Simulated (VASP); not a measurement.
Here is a VASP 6.6.1 calculation.

Contents of INCAR:

```
SYSTEM = Hf4O3
PREC = Accurate ; ENCUT = 520
EDIFF = 1E-6 ; ISMEAR = 0
SIGMA = 0.2 ; LREAL = .FALSE.
LASPH = .TRUE. ; NELM = 60
ALGO = Normal ; ISIF = 2
LWAVE = .FALSE. ; LCHARG = .FALSE.
GGA = PE ; NBANDS = 38
```

Contents of KPOINTS:

```
regular mesh
0
G
  3 5 3
  0 0 0
```

The input POSCAR:

```
Hf4O3
1.0
    5.3159728579      0.0000000000     -0.0145370241
    0.0000000000      3.2039942991      0.0000000000
   -0.0155892278      0.0000000000      5.6236364431
Hf O
4 3
Direct
    0.2723672108      0.0000000000      0.3393653510
    0.7276327892      0.0000000000      0.6606346490
    0.2536448442      0.5000000000      0.8405302125
    0.7463551558      0.5000000000      0.1594697875
    0.5000000000      0.0000000000      0.0000000000
    0.0000000000      0.0000000000      0.0000000000
    0.0000000000      0.5000000000      0.5000000000
```

Potentials or basis: VASP PAW PBE potentials, release 64 (Hf_pv, O).

Command:

```console
$ cat potpaw_PBE.64/Hf_pv/POTCAR potpaw_PBE.64/O/POTCAR > POTCAR
$ mpirun -np 1 vasp_std > vasp.out
```

Q: Estimate the band gap on the k mesh.

A: Zero (band 29 reaches 7.54 eV, above the bottom of band 30 at 7.06 eV).

Q: What does it give for the pressure?

A: -2.1 GPa.

Q: Estimate the largest force.

A: 0.048 eV/Å.

Stress tensor (GPa, compression positive):
```
-2.19  0.00  0.59
 0.00 -2.16  0.00
 0.59  0.00 -1.91
```

Caveat: the k points lie up to 0.39 Å⁻¹ apart; spin-orbit coupling is left out, which moves the levels of the heavy elements.
